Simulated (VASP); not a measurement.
A run of VASP 6.6.1:

Contents of INCAR:

```
  ALGO = Normal
  EDIFF = 1E-6
  ENCUT = 520
  GGA = PS
  ISIF = 2
  ISMEAR = 0
  LASPH = True
  LCHARG = False
  LREAL = False
  LWAVE = False
  NBANDS = 16
  NELM = 80
  PREC = Accurate
  SIGMA = 0.01
```

The input KPOINTS:

```
k-points
0
Gamma
  7 7 7
```

File POSCAR:

```
CdS
1.0
    0.0000000000      2.8670582452      2.8670582452
    2.8670582452      0.0000000000      2.8670582452
    2.8670582452      2.8670582452      0.0000000000
Cd S
1 1
Direct
    0.0000000000      0.0000000000      0.0000000000
    0.2500000000      0.2500000000      0.2500000000
```

Potentials or basis: VASP PAW PBE potentials, release 64 (Cd, S).

Launch:

```bash
$ cat potpaw_PBE.64/Cd/POTCAR potpaw_PBE.64/S/POTCAR > POTCAR
$ mpirun -np 1 vasp_std > vasp.out
```

Hardware: 1 thread of Intel Xeon 8259CL, on a shared host.

Task: How long does it take, and how much memory?

Result: Run time: 32 s on 1 thread of Intel Xeon 8259CL, on a shared host, peak memory 0.17 GiB. Counts: scf iterations 13, k points 20.
